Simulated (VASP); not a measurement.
# NiO in VASP: a series of runs

The runs below take NiO through single point, relaxation of shape and atoms at fixed volume, with PBE+U.

All numbers are computed with VASP 6.6.1; they aren't measurements. Logs are shortened: lines on timing, memory, paths and dates and some standing lists are left out, and cuts for length are marked.

## Step 1: The cell of the first run

It takes space group Fm-3m (No. 225, cubic). Conventional cell: a = 4.268 Å, b = 4.268 Å, c = 4.268 Å, α = 90.00°, β = 90.00°, γ = 90.00°. Within 2.8 Å of Ni (site symmetry m-3m) lie 6 O at 2.13 Å. O (site symmetry m-3m) has 6 Ni at 2.13 Å within 2.8 Å.

## Step 2: Single point, PBE+U, collinear spin, ferromagnetic start

The input, INCAR:

```
ALGO     = Normal         # electronic algorithm
EDIFF    = 1E-6           # SCF threshold, eV
ENCUT    = 1340           # plane-wave cutoff, eV
GGA      = PE             # functional
GGA_COMPAT= F            
ISIF     = 2              # what is computed and relaxed
ISMEAR   = 0              # smearing method
ISPIN    = 2              # spin polarisation
LASPH    = T              # aspherical terms in the spheres
LCHARG   = T              # write CHGCAR
LDAU     = T              # DFT+U
LDAUJ    = 0 0          
LDAUL    = 2 -1           # shell
LDAUPRINT= 1            
LDAUTYPE = 2            
LDAUU    = 6.2 0          # U, eV
LELF     = T              # ELF
LMAXMIX  = 4              # l up to which the mixer works
LORBIT   = 11             # projections on sites
LREAL    = F              # projectors in reciprocal space
LVHAR    = T            
LWAVE    = F              # write WAVECAR
MAGMOM   = 1.91 0         # initial moments
NBANDS   = 23             # bands
NELM     = 200            # most SCF steps
PREC     = Accurate       # precision mode
SIGMA    = 0.05           # smearing width, eV
```

The input, KPOINTS:

```
k-points
0
Gamma
  8 8 8
```

The input, POSCAR:

```
NiO
1.0
    0.0000000000      2.1338354365      2.1338354365
    2.1338354365      0.0000000000      2.1338354365
    2.1338354365      2.1338354365      0.0000000000
Ni O
1 1
Direct
    0.0000000000      0.0000000000      0.0000000000
    0.5000000000      0.5000000000      0.5000000000
```

Potentials or basis: VASP PAW PBE potentials, release 64 (Ni_sv_GW, O_h).

Started as:

```sh
$ cat potpaw_PBE.64/Ni_sv_GW/POTCAR potpaw_PBE.64/O_h/POTCAR > POTCAR
$ mpirun -np 1 vasp_std > vasp.out
```

OUTCAR:

```text
EDIFF = 1E-6
   ENCUT = 1340
   GGA = PE
   ISIF = 2
   ISMEAR = 0
   ISPIN = 2
   LASPH = T
   LORBIT = 11
   LREAL = F
   NELM = 200
   PREC = Accurate

 ion  position               nearest neighbor table
   1  0.000  0.000  0.000-
   2  0.500  0.500  0.500-

  LATTYP: Found a face centered cubic cell.
 ALAT       =     4.2676708730

  Lattice vectors:

 A1 = (   0.0000000000,   2.1338354365,   2.1338354365)
 A2 = (   2.1338354365,   0.0000000000,   2.1338354365)
 A3 = (   2.1338354365,   2.1338354365,   0.0000000000)

Analysis of symmetry for initial positions (statically):
=====================================================================
 Subroutine PRICEL returns:
 Original cell was already a primitive cell.

 Routine SETGRP: Setting up the symmetry group for a
 face centered cubic supercell.

 Subroutine GETGRP returns: Found 48 space group operations
 (whereof 48 operations were pure point group operations)
 out of a pool of 48 trial point group operations.

The static configuration has the point symmetry O_h .

Analysis of symmetry for dynamics (positions and initial velocities):
=====================================================================
 Subroutine PRICEL returns:
 Original cell was already a primitive cell.

 Routine SETGRP: Setting up the symmetry group for a
 face centered cubic supercell.

 Subroutine GETGRP returns: Found 48 space group operations
 (whereof 48 operations were pure point group operations)
 out of a pool of 48 trial point group operations.

The dynamic configuration has the point symmetry O_h .

Analysis of structural, dynamic, and magnetic symmetry:
=====================================================================
 Subroutine PRICEL returns:
 Original cell was already a primitive cell.

 Routine SETGRP: Setting up the symmetry group for a
 face centered cubic supercell.

 Subroutine GETGRP returns: Found 48 space group operations
 (whereof 48 operations were pure point group operations)
 out of a pool of 48 trial point group operations.

The overall configuration has the point symmetry O_h .

 Subroutine INISYM returns: Found 48 space group operations
 (whereof 48 operations are pure point group operations),
 and found     1 'primitive' translations

----------------------------------------------------------------------------------------

                                     Primitive cell

  volume of cell :      19.4318

  direct lattice vectors                    reciprocal lattice vectors
     0.000000000  2.133835437  2.133835437    -0.234319850  0.234319850  0.234319850
     2.133835437  0.000000000  2.133835437     0.234319850 -0.234319850  0.234319850
     2.133835437  2.133835437  0.000000000     0.234319850  0.234319850 -0.234319850

  length of vectors
     3.017699014  3.017699014  3.017699014     0.405853886  0.405853886  0.405853886

  position of ions in fractional coordinates (direct lattice)
     0.000000000  0.000000000  0.000000000
     0.500000000  0.500000000  0.500000000

  ion indices of the primitive-cell ions
   primitive index   ion index
                 1           1
                 2           2

----------------------------------------------------------------------------------------

 KPOINTS: k-points

[... 64 lines left out ...]
   LASPH  =      T    aspherical Exc in radial PAW
   ENCUT  = 1340.0 eV  98.49 Ry    9.92 a.u.   9.01  9.01  9.01*2*pi/ulx,y,z
   NELM   =    200;   NELMIN=  2; NELMDL= -5     # of ELM steps
   EDIFF  = 0.1E-05   stopping-criterion for ELM
   LREAL  =      F    real-space projection
   EDIFFG = 0.1E-04   stopping-criterion for IOM
   NSW    =      0    number of steps for IOM
   IBRION =     -1    ionic relax: 0-MD 1-quasi-New 2-CG
   NFREE  =      0    steps in history (QN), initial steepest desc. (CG)
   ISIF   =      2    stress and relaxation
   ISYM   =      2    0-nonsym 1-usesym 2-fastsym
   POTIM  = 0.5000    time-step for ionic-motion
   TEBEG  =    0.0;   TEEND  =   0.0 temperature during run
   PSTRESS=    0.0 pullay stress
[... 44 lines left out ...]
  o =  0.9319  v =  0.0000  0.0000  0.0000  0.0000  0.0000  1.0000  0.0000  0.0000  0.0000  0.0000      0.0000  0.0000  0.0000  0.0000  0.0000  0.0000  0.0000  0.0000  0.0000  0.0000
  o =  0.9389  v =  0.0000 -0.6239  0.0000 -0.7815 -0.0000  0.0000  0.0000  0.0000  0.0000  0.0000      0.0000  0.0000  0.0000  0.0000  0.0000  0.0000  0.0000  0.0000  0.0000  0.0000
  o =  0.9389  v =  0.0000 -0.7815 -0.0000  0.6239 -0.0000  0.0000  0.0000  0.0000  0.0000  0.0000      0.0000  0.0000  0.0000  0.0000  0.0000  0.0000  0.0000  0.0000  0.0000  0.0000
  o =  0.9389  v =  1.0000  0.0000  0.0000  0.0000  0.0000  0.0000  0.0000  0.0000  0.0000  0.0000      0.0000  0.0000  0.0000  0.0000  0.0000  0.0000  0.0000  0.0000  0.0000  0.0000
  o =  0.9670  v =  0.0000  0.0000  0.4498  0.0000 -0.8931  0.0000  0.0000  0.0000  0.0000  0.0000      0.0000  0.0000  0.0000  0.0000  0.0000  0.0000  0.0000  0.0000  0.0000  0.0000
  o =  0.9670  v =  0.0000 -0.0000  0.8931 -0.0000  0.4498  0.0000  0.0000  0.0000  0.0000  0.0000      0.0000  0.0000  0.0000  0.0000  0.0000  0.0000  0.0000  0.0000  0.0000  0.0000

 number of electron      24.0000005 magnetization       2.0000130

 Free energy of the ion-electron system (eV)
  ---------------------------------------------------
  ext. energy  EPLUGINS =         0.00000000
  ---------------------------------------------------
  free energy    TOTEN  =       -10.26160460 eV

  energy without entropy =      -10.26160460  energy(sigma->0) =      -10.26160460

 E-fermi :   6.0603     XC(G=0): -12.6212

 val. band max:        5.8202610530   @ k =   0.5000   0.0000   0.0000
 cond. band min:       7.8224322407   @ k =   0.0000   0.0000   0.0000
 fundamental gap:      2.0021711877
 Fermi energy:         6.0602573254

 spin component 1

 k-point     1 :       0.0000    0.0000    0.0000
  band No.  band energies     occupation
      1     -98.1969      1.00000
      2     -58.5711      1.00000
      3     -58.5711      1.00000
      4     -58.5711      1.00000
      5     -12.7845      1.00000
      6       0.2805      1.00000
[... 1241 lines left out ...]
     22      36.5420      0.00000
     23      37.3740      0.00000

 [... further k-points ...]

------------------------ aborting loop because EDIFF is reached ----------------------------------------

  FORCE on cell =-STRESS in cart. coord.  units (eV):
  Direction    XX          YY          ZZ          XY          YZ          ZX
  --------------------------------------------------------------------------------------
  -------------------------------------------------------------------------------------
  Total       -0.2190673     -0.2190673     -0.2190673      0.0000000      0.0000000     -0.0000000
  in kB      -18.0623956    -18.0623956    -18.0623956      0.0000000      0.0000000     -0.0000000
  external PRESSURE =     -18.0623956 kB  Pullay stress =       0.0000000 kB

 VOLUME and BASIS-vectors are now :
 -----------------------------------------------------------------------------
  energy-cutoff  :     1340.00
  volume of cell :       19.43
      direct lattice vectors                 reciprocal lattice vectors
     0.000000000  2.133835437  2.133835437    -0.234319850  0.234319850  0.234319850
     2.133835437  0.000000000  2.133835437     0.234319850 -0.234319850  0.234319850
     2.133835437  2.133835437  0.000000000     0.234319850  0.234319850 -0.234319850

 POSITION                                       TOTAL-FORCE (eV/Angst)
 -----------------------------------------------------------------------------------
      0.00000      0.00000      0.00000         0.000000      0.000000      0.000000
      2.13384      2.13384      2.13384         0.000000      0.000000     -0.000000
 -----------------------------------------------------------------------------------
    total drift:                                0.000000      0.000000      0.000000

  FREE ENERGIE OF THE ION-ELECTRON SYSTEM (eV)
  ---------------------------------------------------
  free  energy   TOTEN  =       -10.2616046033 eV

  energy  without entropy=      -10.2616046033  energy(sigma->0) =      -10.26160460

 total charge

# of ion       s       p       d       f       tot
--------------------------------------------------
    1        2.154   6.201   7.698   0.008  16.061
    2        1.032   2.319   0.000   0.000   3.351
--------------------------------------------------
tot          3.186   8.520   7.698   0.008  19.412

 magnetization (x)

# of ion       s       p       d       f       tot
--------------------------------------------------
    1        0.010   0.012   1.775   0.001   1.797
    2        0.019   0.111   0.000   0.000   0.130
--------------------------------------------------
tot          0.029   0.122   1.775   0.001   1.927
```

Run time: 2.2 min. Hardware: 1 thread of Intel Xeon Platinum 8375C at 2.90GHz (Ice Lake), shared host; peak memory 0.31 GiB.

What came out:

```yaml
Free_energy: -10.2616 eV
Pressure: -1.8 GPa
Band_gap_on_the_k_mesh: 2.00 eV (least direct gap 3.17 eV)
Net_moment: 2.00 μB per cell
Site_moments: Ni +1.80; O +0.13 μB
Valence_electrons_inside_the_program's_atomic_spheres: Ni 16.06; O 3.35
```

Eigenvalues of the final occupation matrices:
| site | spin | trace | eigenvalues |
| --- | --- | --- | --- |
| site 1 d | 1 | 4.75 | 0.94 0.94 0.94 0.97 0.97 |
| site 1 d | 2 | 2.97 | 0.09 0.09 0.93 0.93 0.93 |

Caveat: a cell with one magnetic atom can't hold antiferromagnetic order, which such compounds often take. The state reached can hang on the start; a lower one may exist.

## Step 3: Single point, PBE+U, collinear spin, ferromagnetic start

The input, INCAR:

```
SYSTEM = NiO
  PREC = Accurate
  ENCUT = 1340
  EDIFF = 1E-6
  ISMEAR = 0
  SIGMA = 0.05
  LREAL = .False.
  LASPH = .True.
  NELM = 200
  ALGO = Normal
  ISIF = 2
  LWAVE = .False.
  LCHARG = .True.
  ISPIN = 2
  MAGMOM = 1.91 0
  LORBIT = 11
  LMAXMIX = 4
  LDAU = .True.
  LDAUTYPE = 2
  LDAUL = 2 -1
  LDAUU = 6.2 0
  LDAUJ = 0 0
  LDAUPRINT = 1
  GGA = PE
  LELF = .True.
  LVHAR = .True.
  NBANDS = 23
  GGA_COMPAT = .False.
```

The input, KPOINTS:

```
Automatic mesh
0
Gamma
  8 8 8
  0 0 0
```

POSCAR is that of step 2.

Potentials or basis: VASP PAW PBE potentials, release 64 (Ni_sv_GW, O_h).

Started as:

```sh
$ cat potpaw_PBE.64/Ni_sv_GW/POTCAR potpaw_PBE.64/O_h/POTCAR > POTCAR
$ mpirun -np 1 vasp_std > vasp.out
```

Run time: 77 s. Hardware: 1 thread of Intel Xeon Platinum 8488C (Sapphire Rapids), shared host; peak memory 0.31 GiB.

The run converged. Its results:

- Free energy: -10.2616 eV
- Pressure: -1.8 GPa
- Band gap on the k mesh: 2.00 eV (least direct gap 3.17 eV)
- Net moment: 2.00 μB per cell
- Site moments: Ni +1.80; O +0.13 μB
- Valence electrons inside the program's atomic spheres: Ni 16.06; O 3.35

Levels at points of the mesh, in eV from the valence-band top:
Spin up:
| k point | band 10 | band 11 | band 12 | band 13 | band 14 | band 15 | band 16 | band 17 |
| --- | --- | --- | --- | --- | --- | --- | --- | --- |
| (0.00, 0.00, 0.00) | -4.50 | -1.48 | -1.48 | -1.48 | 2.00 | 18.27 | 18.49 | 18.49 |
| (0.50, 0.00, 0.00) | -4.06 | -2.92 | 0.00 | 0.00 | 6.20 | 10.29 | 14.23 | 14.23 |
| (0.50, 0.50, 0.00) | -3.78 | -3.78 | -2.77 | -2.77 | 6.30 | 11.16 | 11.96 | 16.68 |
Spin down:
| k point | band 9 | band 10 | band 11 | band 12 | band 13 | band 14 |
| --- | --- | --- | --- | --- | --- | --- |
| (0.00, 0.00, 0.00) | -1.16 | -1.16 | -1.16 | 2.35 | 2.85 | 2.85 |
| (0.50, 0.00, 0.00) | -1.97 | -1.87 | -1.87 | 5.02 | 5.02 | 6.38 |
| (0.50, 0.50, 0.00) | -2.65 | -2.48 | -2.48 | 3.32 | 3.67 | 6.92 |

Eigenvalues of the final occupation matrices:
```tsv
site	spin	trace	eigenvalues
site 1 d	1	4.75	0.94 0.94 0.94 0.97 0.97
site 1 d	2	2.97	0.09 0.09 0.93 0.93 0.93
```

Caveat: a cell with one magnetic atom can't hold antiferromagnetic order, which such compounds often take. A k mesh can miss the band edges.

## Step 4: Relaxation of shape and atoms at fixed volume, PBE+U, collinear spin, antiferromagnetic start

This run uses another cell than the first one: it holds 4 atoms, not 2.

The input, INCAR:

```
PREC = Accurate
ENCUT = 600
EDIFF = 1E-6
ISMEAR = 0
SIGMA = 0.05
LREAL = False
LASPH = True
NELM = 150
ALGO = Normal
ISIF = 4
LWAVE = False
LCHARG = False
ISPIN = 2
MAGMOM = 1.86 -1.86 0 0
LORBIT = 11
LMAXMIX = 4
LDAU = True
LDAUTYPE = 2
LDAUL = 2 -1
LDAUU = 6.2 0
LDAUJ = 0 0
LDAUPRINT = 1
GGA = PE
IBRION = 2
NSW = 60
EDIFFG = -0.01
```

The input, KPOINTS:

```
regular mesh
0
Gamma
  10 10 5
```

The input, POSCAR:

```
NiO
1.0
    0.0000000000      2.1338354365      2.1338354365
    2.1338354365      0.0000000000      2.1338354365
    4.2676708730      4.2676708730      0.0000000000
Ni O
2 2
Direct
    0.0000000000      0.0000000000      0.0000000000
    0.0000000000      0.0000000000      0.5000000000
    0.5000000000      0.5000000000      0.2500000000
    0.5000000000      0.5000000000      0.7500000000
```

Potentials or basis: VASP PAW PBE potentials, release 64 (Ni, O).

Started as:

```sh
$ cat potpaw_PBE.64/Ni/POTCAR potpaw_PBE.64/O/POTCAR > POTCAR
$ mpirun -np 1 vasp_std > vasp.out
```

It took 3.5 min on 1 thread of Intel Xeon Platinum 8488C (Sapphire Rapids), shared host; peak memory 0.24 GiB.

Results (log left out):

```yaml
Free_energy: -20.4137 eV
Pressure_after_relaxing: -9.9 GPa
Band_gap_on_the_k_mesh: 2.99 eV
Net_moment: 0.00 μB per cell
Site_moments: Ni +1.76, -1.76; O +0.00 μB
Valence_electrons_inside_the_program's_atomic_spheres: Ni 8.89; O 4.99
```

Stress tensor (GPa, compression positive):
```
-9.92 -0.05  0.05
-0.05 -9.92  0.05
 0.05  0.05 -9.92
```

Final structure:
```
Ni O
1.0
     0.00000    2.13384    2.13384
     2.13384    0.00000    2.13384
     4.26767    4.26767    0.00000
Ni O
2 2
Direct
  0.00000 0.00000 0.00000
  0.00000 0.00000 0.50000
  0.50000 0.50000 0.25000
  0.50000 0.50000 0.75000
```

Levels at points of the mesh, in eV from the valence-band top:
Spin up:
```tsv
k point	band 12	band 13	band 14	band 15	band 16	band 17	band 18	band 19	band 20
(0.00, 0.00, 0.00)	-0.65	-0.65	-0.61	-0.61	-0.61	2.99	4.25	4.25	7.14
(0.50, 0.00, 0.00)	-2.02	-1.89	-1.89	-0.58	-0.49	4.41	4.53	7.14	7.43
```
Spin down:
| k point | band 14 | band 15 | band 16 | band 17 | band 18 | band 19 |
| --- | --- | --- | --- | --- | --- | --- |
| (0.00, 0.00, 0.00) | -0.61 | -0.61 | -0.61 | 2.99 | 4.25 | 4.25 |
| (0.50, 0.00, 0.00) | -1.89 | -0.58 | -0.49 | 4.41 | 4.53 | 7.14 |

Eigenvalues of the final occupation matrices:
| site | spin | trace | eigenvalues |
| --- | --- | --- | --- |
| site 1 d | 1 | 4.99 | 0.98 0.98 0.98 1.02 1.02 |
| site 1 d | 2 | 3.22 | 0.14 0.14 0.98 0.98 0.98 |
| site 2 d | 1 | 3.22 | 0.14 0.14 0.98 0.98 0.98 |
| site 2 d | 2 | 4.99 | 0.98 0.98 0.98 1.02 1.02 |

Caveat: the relaxation stopped at its first step, so nothing moved. The state reached can hang on the start; a lower one may exist.

## Step 5: Relaxation of shape and atoms at fixed volume, PBE+U, collinear spin, antiferromagnetic start (9.79 Å³/atom)

The input, INCAR:

```
SYSTEM = NiO
  PREC = Accurate
  ENCUT = 600
  EDIFF = 1E-6
  ISMEAR = 0
  SIGMA = 0.05
  LREAL = .FALSE.
  LASPH = .TRUE.
  NELM = 150
  ALGO = Normal
  ISIF = 4
  LWAVE = .FALSE.
  LCHARG = .FALSE.
  ISPIN = 2
  MAGMOM = 1.86 -1.86 0 0
  LORBIT = 11
  LMAXMIX = 4
  LDAU = .TRUE.
  LDAUTYPE = 2
  LDAUL = 2 -1
  LDAUU = 6.2 0
  LDAUJ = 0 0
  LDAUPRINT = 1
  GGA = PE
  IBRION = 2
  NSW = 60
  EDIFFG = -0.01
```

The input, KPOINTS:

```
Automatic mesh
0
G
  10 10 5
  0 0 0
```

The input, POSCAR:

```
NiO
1.0
    0.0000000000      2.1402484722      2.1402484722
    2.1402484722      0.0000000000      2.1402484722
    4.2774884721      4.2774884721      0.0030084724
Ni O
2 2
Direct
    0.0000000000      0.0000000000      0.0000000000
    0.0000000000      0.0000000000      0.5000000000
    0.5000000045      0.5000000045      0.2499999932
    0.4999999955      0.4999999955      0.7500000068
```

Started as:

```sh
$ cat potpaw_PBE.64/Ni/POTCAR potpaw_PBE.64/O/POTCAR > POTCAR
$ mpirun -np 1 vasp_std > vasp.out
```

It took 3 min on 1 thread of Intel Xeon Platinum 8488C (Sapphire Rapids), shared host; peak memory 0.24 GiB.

The run converged. Its results:

| Property | Result |
| --- | --- |
| Free energy | -20.3943 eV |
| Pressure after relaxing | -11.0 GPa |
| Band gap on the k mesh | 2.93 eV |
| Net moment | 0.00 μB per cell |
| Site moments | Ni +1.76, -1.76; O +0.00 μB |
| Valence electrons inside the program's atomic spheres | Ni 8.88; O 4.98 |

Final structure:
```xyz
4
Lattice="0.0000 2.1402 2.1402 2.1402 0.0000 2.1402 4.2775 4.2775 0.0030" Properties=species:S:1:pos:R:3 pbc="T T T"
Ni    0.0000    0.0000    0.0000
Ni    2.1387    2.1387    0.0015
O     2.1395    2.1395    2.1410
O     4.2782    4.2782    2.1425
```

Levels at points of the mesh, in eV from the valence-band top:
Spin up:
| k point | band 12 | band 13 | band 14 | band 15 | band 16 | band 17 | band 18 | band 19 | band 20 |
| --- | --- | --- | --- | --- | --- | --- | --- | --- | --- |
| (0.00, 0.00, 0.00) | -0.65 | -0.65 | -0.60 | -0.60 | -0.59 | 2.93 | 4.23 | 4.23 | 7.10 |
| (0.50, 0.00, 0.00) | -2.04 | -1.87 | -1.86 | -0.58 | -0.49 | 4.39 | 4.51 | 7.11 | 7.36 |
Spin down:
```
           k point  band 13  band 14  band 15  band 16  band 17  band 18  band 19  band 20
(0.00, 0.00, 0.00)    -0.65    -0.60    -0.60    -0.59     2.93     4.23     4.23     7.10
(0.50, 0.00, 0.00)    -1.87    -1.86    -0.58    -0.49     4.39     4.51     7.11     7.36
```

Eigenvalues of the final occupation matrices:
```tsv
site	spin	trace	eigenvalues
site 1 d	1	4.99	0.98 0.98 0.98 1.02 1.02
site 1 d	2	3.22	0.14 0.14 0.98 0.98 0.98
site 2 d	1	3.22	0.14 0.14 0.98 0.98 0.98
site 2 d	2	4.99	0.98 0.98 0.98 1.02 1.02
```

A k mesh can miss the band edges. The state reached can hang on the start; a lower one may exist.

## Step 6: Summary

```csv
task,potentials or basis,spin,cell,k mesh,cutoff (eV),gap on the mesh (eV),pressure (GPa),moment (μB)
single point,"VASP PAW PBE potentials, release 64 (Ni_sv_GW, O_h)","collinear, ferromagnetic start","a = 3.018 Å, angles 60.0°, 2 atoms, atomic positions A",8 × 8 × 8,1340,2.00,-1.8,2.00
relaxation of shape and atoms at fixed volume,"VASP PAW PBE potentials, release 64 (Ni, O)","collinear, antiferromagnetic start","relaxed from a = 3.018, b = 3.018, c = 6.035 Å, angles 60.0°, 4 atoms, atomic positions B",10 × 10 × 5,600,2.99,-9.9,0.00
relaxation of shape and atoms at fixed volume,"VASP PAW PBE potentials, release 64 (Ni, O)","collinear, antiferromagnetic start","relaxed from a = 3.027, b = 3.027, c = 6.049 Å, angles 60.0°, 4 atoms, atomic positions B",10 × 10 × 5,600,2.93,-11.0,0.00
```

Alike in all rows: level PBE+U; Ni d U = 6.2 eV; smearing gaussian 0.05 eV.

Caveats: a cell with one magnetic atom can't hold antiferromagnetic order, which such compounds often take (at least some runs); the relaxation stopped at its first step, so nothing moved (at least some runs).

Total energies depend on the potentials used, so only differences within one code and one set of settings carry meaning.
